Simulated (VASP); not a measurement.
Set up this calculation in VASP 6.6.1, as the native input.

```yaml
Task: single point
Functional: r2SCAN
Potentials_or_basis: VASP PAW PBE potentials, release 64 (Y_sv, Se)
Cutoff: 520 eV
k_mesh: 7 × 7 × 7
Occupations: methfessel-paxton, width 0.1 eV
Spin: no spin polarisation
Dipole_correction: no
Further_INCAR_settings: ALGO = Normal; EDIFF = 1e-06; NBANDS = 16
```

Crystal: YSe.

```xyz
2
Lattice="0.0000 2.8515 2.8515 2.8515 0.0000 2.8515 2.8515 2.8515 0.0000" Properties=species:S:1:pos:R:3 pbc="T T T"
Y     2.8515    2.8515    2.8515
Se    0.0000    0.0000    0.0000
```

One way to write it, as run:

POSCAR

```
YSe
1.0
    0.0000000000      2.8515000000      2.8515000000
    2.8515000000      0.0000000000      2.8515000000
    2.8515000000      2.8515000000      0.0000000000
Y Se
1 1
Direct
    0.5000000000      0.5000000000      0.5000000000
    0.0000000000      0.0000000000      0.0000000000
```

INCAR.step1

```
PREC = Accurate
ENCUT = 520
ISMEAR = 1
SIGMA = 0.1
LREAL = F
LASPH = T
NELM = 100
NBANDS = 16
GGA = PE
ALGO = Normal
EDIFF = 1E-4
LWAVE = T
LCHARG = F
```

INCAR.step2

```
PREC = Accurate
ENCUT = 520
EDIFF = 1E-6
ISMEAR = 1
SIGMA = 0.1
LREAL = F
LASPH = T
NELM = 100
ALGO = Normal
ISIF = 2
LWAVE = F
LCHARG = F
METAGGA = R2SCAN
LMIXTAU = T
NBANDS = 16
ISTART = 1
```

KPOINTS

```
regular mesh
0
Gamma
  7 7 7
```

Potentials or basis: VASP PAW PBE potentials, release 64 (Y_sv, Se).

The run is started by

```bash
$ cat potpaw_PBE.64/Y_sv/POTCAR potpaw_PBE.64/Se/POTCAR > POTCAR
$ cp INCAR.step1 INCAR
$ mpirun -np 1 vasp_std > vasp.out
$ cp INCAR.step2 INCAR
$ mpirun -np 1 vasp_std > vasp.out
```

It gave:

```
Pressure : 2.7 GPa
```

Caveat: the PAW data sets were made with another functional, which shifts forces and pressure a little.

Run time: 100 s on 1 thread of AMD EPYC 7R13 Processor (Zen 3), with other jobs on the host, peak memory 0.16 GiB.
